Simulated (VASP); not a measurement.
Here is a VASP 6.6.1 calculation.

File INCAR:

```
  PREC = Accurate
  ENCUT = 600
  EDIFF = 1E-7
  ISMEAR = -1
  SIGMA = 0.05
  LREAL = F
  LASPH = T
  NELM = 120
  ALGO = Normal
  ISIF = 3
  LWAVE = F
  LCHARG = F
  GGA = PS
  IBRION = 2
  NSW = 60
  EDIFFG = -0.01
  PSTRESS = 200.0
  GGA_COMPAT = F
  NELMIN = 4
```

Contents of KPOINTS:

```
regular mesh
0
Gamma
  8 8 8
```

POSCAR

```
PbF2
1.0
    0.0000000000      2.9636600000      2.9636600000
    2.9636600000      0.0000000000      2.9636600000
    2.9636600000      2.9636600000      0.0000000000
Pb F
1 2
Direct
    0.0000000000      0.0000000000      0.0000000000
    0.7500000000      0.7500000000      0.7500000000
    0.2500000000      0.2500000000      0.2500000000
```

Potentials or basis: VASP PAW PBE potentials, release 64 (Pb_d, F).

Launch:

```bash
$ cat potpaw_PBE.64/Pb_d/POTCAR potpaw_PBE.64/F/POTCAR > POTCAR
$ mpirun -np 1 vasp_std > vasp.out
```

(1) Estimate the band gap on the k mesh.

(2) Predict the relaxed cell.

## Answers

(1) 4.17 eV (least direct gap 4.36 eV).

(2) a = 3.935 Å, b = 3.935 Å, c = 3.935 Å, α = 60.00°, β = 60.00°, γ = 60.00°.

Caveat: the cell is relaxed towards a set pressure, so the run minimises the enthalpy, not the energy; spin-orbit coupling is left out, which moves the levels of the heavy elements.
